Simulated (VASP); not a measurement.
Here is a VASP 6.6.1 calculation.

POSCAR

```
Cu2As3
1.0
    4.0209424029      0.0000000000      0.0000000000
   -2.0104707060      3.4822378225      0.0000000000
    0.0000000000      0.0000000000      6.0355883221
Cu As
2 3
Direct
    0.3333333333      0.6666666667      0.7830310000
    0.6666666667      0.3333333333      0.2169690000
    0.0000000000      0.0000000000      0.0000000000
    0.3333333333      0.6666666667      0.3506620000
    0.6666666667      0.3333333333      0.6493380000
```

Contents of INCAR.step1:

```
SYSTEM = Cu2As3
  PREC = Accurate
  ENCUT = 520
  ISMEAR = 1
  SIGMA = 0.1
  LREAL = .FALSE.
  LASPH = .TRUE.
  NELM = 60
  NBANDS = 26
  GGA = PE
  ALGO = Normal
  EDIFF = 1E-4
  LWAVE = .TRUE.
  LCHARG = .FALSE.
```

The input INCAR.step2:

```
SYSTEM = Cu2As3
  PREC = Accurate
  ENCUT = 520
  EDIFF = 1E-7
  ISMEAR = 1
  SIGMA = 0.1
  LREAL = .FALSE.
  LASPH = .TRUE.
  NELM = 60
  ALGO = Normal
  ISIF = 2
  LWAVE = .FALSE.
  LCHARG = .FALSE.
  METAGGA = R2SCAN
  LMIXTAU = .TRUE.
  NBANDS = 26
  ISTART = 1
```

File KPOINTS:

```
Automatic mesh
0
G
  7 7 4
  0 0 0
```

Potentials or basis: VASP PAW PBE potentials, release 64 (Cu, As).

The run is started by

```sh
$ cat potpaw_PBE.64/Cu/POTCAR potpaw_PBE.64/As/POTCAR > POTCAR
$ cp INCAR.step1 INCAR
$ mpirun -np 1 vasp_std > vasp.out
$ cp INCAR.step2 INCAR
$ mpirun -np 1 vasp_std > vasp.out
```

Q: What does it give for the pressure?

A: 1.3 GPa.

Q: Estimate the largest force.

A: 0.121 eV/Å.

Forces on the atoms (eV/Å):
```
Cu   0.000  0.000 -0.001
Cu   0.000  0.000  0.001
As   0.000  0.000  0.000
As   0.000  0.000  0.121
As   0.000  0.000 -0.121
```

Caveat: the PAW data sets were made with another functional, which shifts forces and pressure a little.
